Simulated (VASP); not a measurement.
Write the native input for VASP 6.6.1 that does the following.

- Task: single point
- Functional: RPBE
- Potentials or basis: VASP PAW PBE potentials, release 64 (Te, Mo_sv)
- Cutoff: 520 eV
- k mesh: 4 × 8 × 1
- Occupations: fermi-dirac, width 0.05 eV
- Spin: no spin polarisation
- Dipole correction: no
- Further INCAR settings: ALGO = Normal; EDIFF = 1e-06; NBANDS = 35

The structure of Te2Mo lies in POSCAR:

```
Te2Mo
1.0
    6.4277875020      0.0000000000      0.0011177515
    0.0000000000      3.4988225250      0.0000000000
   -0.0802769714      0.0000000000     36.1633837396
Te Mo
4 2
Direct
    0.4302192765      0.7500000000      0.5409220665
    0.5697807235      0.2500000000      0.4590779335
    0.9213066827      0.2500000000      0.5571952463
    0.0786933173      0.7500000000      0.4428047537
    0.1812808327      0.2500000000      0.4974334080
    0.8187191673      0.7500000000      0.5025665920
```

The input as run:

INCAR

```
SYSTEM = Te2Mo
ALGO = Normal ; EDIFF = 1E-6
ENCUT = 520 ; GGA = RP
ISIF = 2 ; ISMEAR = -1
LASPH = .TRUE. ; LCHARG = .FALSE.
LREAL = .FALSE. ; LWAVE = .FALSE.
NBANDS = 35 ; NELM = 100
PREC = Accurate ; SIGMA = 0.05
```

KPOINTS

```
k-points
0
G
  4 8 1
  0 0 0
```

Potentials or basis: VASP PAW PBE potentials, release 64 (Te, Mo_sv).

Launch:

```console
$ cat potpaw_PBE.64/Te/POTCAR potpaw_PBE.64/Mo_sv/POTCAR > POTCAR
$ mpirun -np 1 vasp_std > vasp.out
```

Results of the run:

```json
{"Largest force": "0.009 eV/Å", "Band gap on the k mesh": "zero (bands 26 and 27 overlap by 0.18 eV)"}
```

Caveat: there is no dipole correction, which matters where the two faces differ; the PAW data sets were made with another functional, which shifts forces and pressure a little; spin-orbit coupling is left out, which moves the levels of the heavy elements.

It took 8.9 min on 1 thread of Oxide Virtual Turin-like Processor, with other jobs on the host, peak memory 0.87 GiB.
